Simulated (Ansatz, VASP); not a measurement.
# Two plane-wave programs on GaN

```xyz
8
Lattice="-3.2185 0.0000 0.0000 0.0000 0.0000 -5.2434 0.0000 -5.5747 0.0000" Properties=species:S:1:pos:R:3 pbc="T T T"
Ga   -1.6093   -1.0038   -0.0489
Ga    0.0000   -3.6417    0.0084
Ga    0.0000   -1.9329   -2.6133
Ga   -1.6093   -4.5709   -2.6706
N    -1.6093   -0.9417   -3.1818
N     0.0000   -3.7037   -3.2066
N     0.0000   -1.8709   -0.5849
N    -1.6093   -4.6330   -0.5601
```

Change from the starting cell: mode 11 frozen in at -0.080 Å and mode 13 at +0.078 Å (largest displacements).

Alike in both runs: task single point; functional PBE; k mesh 8 × 6 × 6; occupations gaussian, width 0.05 eV; no spin polarisation.

|  | VASP | Ansatz |
| --- | --- | --- |
| version | VASP 6.6.1 | Ansatz 0.2.0 |
| potentials or method | VASP PAW PBE potentials, release 64 (Ga_d, N), cutoff 520 eV | scalar-relativistic, plane waves, PAW |
| valence electrons in the cell | 72 | 72 |

```csv
,VASP,Ansatz,Ansatz less VASP
gap on the k mesh at the Fermi level (eV),1.55,1.55,0.000
least direct gap on the mesh (eV),1.55,1.55,0.000
pressure (GPa),1.8,1.8,0.00
"traceless stress, the component that is largest in VASP (GPa)",-4.66,-4.77,-0.106
rms of the force components (eV/Å),0.948,0.954,+0.0053
```

Atom by atom the forces differ by 0.007 eV/Å (rms over components). The functional is the same, so the differences come from potentials, cutoffs and numerics.
